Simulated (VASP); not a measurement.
The system is IrRu2.

```xyz
6
Lattice="2.6817 0.0000 0.0000 -1.3409 2.3224 0.0000 0.0000 0.0000 13.1523" Properties=species:S:1:pos:R:3 pbc="T T T"
Ru    0.0000    1.5483   12.0563
Ru    0.0000    1.5483    3.2881
Ru    1.3409    0.7741    1.0960
Ru    1.3409    0.7741    9.8642
Ir    0.0000    1.5483    7.6722
Ir    1.3409    0.7741    5.4801
```

* Program: VASP 6.6.1
* Task: relaxation of cell and atoms
* Functional: PBE
* Potentials or basis: VASP PAW PBE potentials, release 64 (Ru_pv, Ir)
* Cutoff: 600 eV
* k mesh: 6 × 6 × 2
* Occupations: gaussian, width 0.1 eV
* Spin: no spin polarisation

At the start: pressure 11.1 GPa; volume 13.65 Å³/atom.

Question: Where does the relaxation end?

Answer: Over 14 steps the energy falls by 49.5 meV/atom and the volume is 14.08 Å³/atom (+3.1 %); space group P-3m1 (No. 164, to 0.1 Å) before and after.

Step by step:
| step | energy change (eV) | largest force (eV/Å) | pressure (GPa) | volume (Å³) |
| --- | --- | --- | --- | --- |
| 1 | 0.0000 | 0.8527 | 11.07 | 81.91 |
| 2 | 0.5183 | 0.2828 | -24.62 | 93.42 |
| 3 | -0.2157 | 0.5242 | -4.75 | 85.75 |
| 4 | -0.2163 | 0.5390 | -4.11 | 85.57 |
| 5 | -0.2411 | 0.4887 | 4.40 | 83.51 |
| 6 | -0.2808 | 0.3906 | 0.37 | 84.40 |
| 7 | -0.2808 | 0.3930 | 0.46 | 84.38 |
| 8 | -0.2928 | 0.1830 | -0.35 | 84.56 |
| 9 | -0.2944 | 0.1318 | -0.74 | 84.66 |
| 10 | -0.2944 | 0.0854 | 1.61 | 84.03 |
| 11 | -0.2960 | 0.1089 | 0.43 | 84.34 |
| 12 | -0.2967 | 0.0254 | -0.24 | 84.50 |
| 13 | -0.2968 | 0.0413 | -0.06 | 84.45 |
| 14 | -0.2968 | 0.0382 | -0.07 | 84.46 |

Final structure:
```
Ru Ir
1.0
     2.75397    0.00000    0.00000
    -1.37699    2.38501    0.00000
     0.00000    0.00000   12.85832
Ru Ir
4 2
Direct
  0.33333 0.66667 0.91705
  0.33333 0.66667 0.24650
  0.66667 0.33333 0.08295
  0.66667 0.33333 0.75350
  0.33333 0.66667 0.58690
  0.66667 0.33333 0.41310
```

Caveat: the k points lie up to 0.44 Å⁻¹ apart in the final cell, too coarse for converged energies and pressures of a metal.
